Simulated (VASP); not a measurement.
A run of VASP 6.6.1 is set up as follows.

The input INCAR:

```
PREC = Accurate
ENCUT = 520
EDIFF = 1E-6
ISMEAR = 0
SIGMA = 0.1
LREAL = F
LASPH = T
NELM = 150
ALGO = Fast
ISIF = 2
LWAVE = F
LCHARG = T
ISPIN = 2
MAGMOM = 0 0 0 0 0 0 0 0 0 0 0 0 1 0
LORBIT = 11
LDIPOL = T
IDIPOL = 3
DIPOL = 0.5 0.5 0.297
GGA = PE
LELF = T
LVHAR = T
LVACPOTAV = T
NBANDS = 38
```

Contents of KPOINTS:

```
regular mesh
0
Gamma
  5 5 1
```

File POSCAR:

```
Al12HO
1.0
    5.7143028096      0.0000000000      0.0000000000
    0.0000000000      5.7143028096      0.0000000000
    0.0000000000      0.0000000000     22.1750227687
Al O H
12 1 1
Direct
    0.2500000000      0.2500000000      0.1803831293
    0.2500000000      0.7500000000      0.1803831293
    0.7500000000      0.2500000000      0.1803831293
    0.7500000000      0.7500000000      0.1803831293
    0.0000000000      0.0000000000      0.2744094920
    0.0000000000      0.5000000000      0.2744094920
    0.5000000000      0.0000000000      0.2744094920
    0.5000000000      0.5000000000      0.2744094920
    0.2500000000      0.2500000000      0.3686590473
    0.2500000000      0.7500000000      0.3686590473
    0.7500000000      0.2500000000      0.3686590473
    0.7500000000      0.7500000000      0.3686590473
    0.5000000000      0.5000000000      0.4160096188
    0.5874997382      0.5874997382      0.4478971523
```

Potentials or basis: VASP PAW PBE potentials, release 64 (Al, O, H).

Command:

```bash
$ cat potpaw_PBE.64/Al/POTCAR potpaw_PBE.64/O/POTCAR potpaw_PBE.64/H/POTCAR > POTCAR
$ mpirun -np 1 vasp_std > vasp.out
```

(1) Estimate the largest force.

(2) Predict the net moment.

## Answers

(1) 1.035 eV/Å.

(2) 0.00 μB per cell.
